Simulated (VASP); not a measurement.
# BaS: single point with r2SCAN

Crystal: BaS.

```xyz
2
Lattice="0.0000 3.4392 3.6540 3.4392 0.0000 3.6540 3.4392 3.4392 0.0000" Properties=species:S:1:pos:R:3 pbc="T T T"
Ba    0.0000    0.0000    0.0000
S     1.7196    1.7196    1.8270
```

This cell differs from its parent crystal: epitaxial xy strain -2.3%.

```
Program             : VASP 6.6.1
Task                : single point
Functional          : r2SCAN
Potentials or basis : VASP PAW PBE potentials, release 64 (Ba_sv, S)
Cutoff              : 550 eV
k mesh              : 6 × 6 × 6
Occupations         : gaussian, width 0.01 eV
Spin                : no spin polarisation
```

| Item | Value |
| --- | --- |
| Pressure | 0.6 GPa |
| Band gap on the k mesh | 3.06 eV (least direct gap 3.58 eV) |

Stress tensor (GPa, compression positive):
```
0.67 0.00 0.00
0.00 0.67 0.00
0.00 0.00 0.45
```

Levels at points of the mesh, in eV from the valence-band top:
| k point | band 4 | band 5 | band 6 | band 7 | band 8 | band 9 | band 10 | band 11 | band 12 | band 13 |
| --- | --- | --- | --- | --- | --- | --- | --- | --- | --- | --- |
| (0.00, 0.00, 0.00) | -11.60 | -10.40 | -0.74 | -0.70 | -0.70 | 3.06 | 5.30 | 5.75 | 7.11 | 7.63 |
| (0.50, 0.00, 0.00) | -11.64 | -9.68 | -0.63 | -0.50 | -0.41 | 4.73 | 5.69 | 5.74 | 5.84 | 6.83 |
| (0.50, 0.50, 0.00) | -11.70 | -9.41 | -1.14 | 0.00 | 0.00 | 3.58 | 4.88 | 6.75 | 6.75 | 6.94 |
| (0.50, 0.00, 0.50) | -11.69 | -9.50 | -1.11 | -0.09 | -0.03 | 3.74 | 4.96 | 6.80 | 6.90 | 6.96 |

Wall time 100 s on 1 thread of Intel(R) Xeon(R) Platinum 8488C (Sapphire Rapids) (shared host), peak memory 0.27 GiB.

Caveat: the cell differs from its parent crystal (epitaxial xy strain -2.3%); the structure was generated, so it needn't be the stable form of BaS; the PAW data sets were made with another functional, which shifts forces and pressure a little; spin-orbit coupling is left out, which moves the levels of the heavy elements. A k mesh can miss the band edges.
